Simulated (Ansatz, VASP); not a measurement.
# Two plane-wave programs on Gd

INCAR

```
SYSTEM = Gd
PREC = Accurate
ENCUT = 520
EDIFF = 1E-6
ISMEAR = -1
SIGMA = 0.05
LREAL = .FALSE.
LASPH = .TRUE.
NELM = 150
ALGO = Normal
ISIF = 2
LWAVE = .FALSE.
LCHARG = .FALSE.
ISPIN = 2
MAGMOM = 7.339 7.339
LORBIT = 11
LMAXMIX = 6
GGA = PS
NBANDS = 29
```

Contents of KPOINTS:

```
regular mesh
0
G
  13 13 8
  0 0 0
```

Contents of POSCAR:

```
Gd
1.0
    3.5168411819      0.0000000000      0.0000000000
   -1.7584205910      3.0456738046      0.0000000000
    0.0000000000      0.0000000000      5.6179558379
Gd
2
Direct
    0.3333333333      0.6666666667      0.2500000000
    0.6666666667      0.3333333333      0.7500000000
```

Input for Ansatz:

```yaml
crystal:
  lattice:
    - [3.5168411819, 0.0, 0.0]
    - [-1.758420591, 3.0456738046, 0.0]
    - [0.0, 0.0, 5.6179558379]
  atoms:
    - { symbol: Gd, position: [0.3333333333, 0.6666666667, 0.25], spin: 7.339 }
    - { symbol: Gd, position: [0.6666666667, 0.3333333333, 0.75], spin: 7.339 }
hamiltonian:
  xc: pbesol
  pseudopotentials:
    kind: paw
    azcp:
      Gd: "pseudopotentials/Gd.paw.azcp"
basis:
  ecutwfc: 420
  fft_grid_basis: typed
kpoints:
  mp_grid: { grid: [13, 13, 8], shift: [0, 0, 0] }
magnetization:
  spin_polarized: true
scf:
  occupations: { method: fermi_dirac, width: 0.05 }
output:
  stress: true
```

Alike in both runs: task single point; functional PBEsol; k mesh 13 × 13 × 8; occupations fermi-dirac, width 0.05 eV; collinear spin.

```csv
,VASP,Ansatz
version,VASP 6.6.1,Ansatz 0.2.0
potentials or method,"VASP PAW PBE potentials, release 64 (Gd), cutoff 520 eV","plane waves (420 eV) with PAW, scalar-relativistic"
valence electrons in the cell,36,36
```

VASP gave:

| Quantity | Value |
| --- | --- |
| pressure (GPa) | 1.4 |
| net moment per atom (μB) | 7.58 |
| size of the moment on the site where the two differ most (μB) | 7.00 |

Question: Estimate Ansatz's values.

Answer: Pressure (GPa): 1.6; net moment per atom (μB): 7.58; size of the moment on the site where the two differ most (μB): 7.32.

VASP's potentials were made for PBE, not for PBEsol, and Ansatz warns of the same on its side. Site moments also hang on the region over which each program counts them. With one functional, cell and mesh, what is left measures potentials, basis and numerics.

Neither program's run includes spin-orbit coupling.
